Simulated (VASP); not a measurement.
The system is Li5Be.

```
Li Be
1.0
     4.72519    0.00000    0.00000
    -2.36260    4.09214    0.00000
     0.00000    0.00000    4.37722
Li Be
5 1
Direct
  0.00000 0.67142 0.00000
  0.67142 0.00000 0.00000
  0.32858 0.32858 0.00000
  0.66667 0.33333 0.50000
  0.33333 0.66667 0.50000
  0.00000 0.00000 0.50000
```

```yaml
Program: VASP 6.6.1
Task: relaxation of cell and atoms
Functional: PBE
Potentials_or_basis: VASP PAW PBE potentials, release 64 (Li_sv, Be)
Cutoff: 600 eV
k_mesh: 12 × 12 × 8
Occupations: gaussian, width 0.1 eV
Spin: no spin polarisation
```

At the start: pressure 3.4 GPa; volume 14.11 Å³/atom.

**Question.** Where does the relaxation end?

**Answer.** Over 8 steps the energy falls by 26.2 meV/atom and the volume is 16.09 Å³/atom (+14.1 %); space group P-62m (No. 189, to 0.05 Å).

Step by step:
```csv
step,energy change (eV),largest force (eV/Å),pressure (GPa),volume (Å³)
1,0.0000,0.3100,3.37,84.64
2,-0.0777,0.2547,2.10,88.33
3,-0.1477,0.1479,-0.03,96.39
4,-0.1483,0.1382,-0.21,97.23
5,-0.1524,0.1009,-0.13,96.98
6,-0.1567,0.0096,0.08,96.32
7,-0.1567,0.0004,0.06,96.37
8,-0.1570,0.0003,0.03,96.54
```

Final structure:
```xyz
6
Lattice="4.9173 0.0000 0.0000 -2.4586 4.2585 0.0000 0.0000 0.0000 4.6104" Properties=species:S:1:pos:R:3 pbc="T T T"
Li   -1.6947    2.9353    0.0000
Li    3.3894    0.0000    0.0000
Li    0.7639    1.3232    0.0000
Li    2.4586    1.4195    2.3052
Li    0.0000    2.8390    2.3052
Be    4.9173    0.0000    2.3052
```

Caveat: the cutoff is under 1.25 times the usual one of these potentials, so pressure, stress and relaxed cells hold a basis-set (Pulay) error.
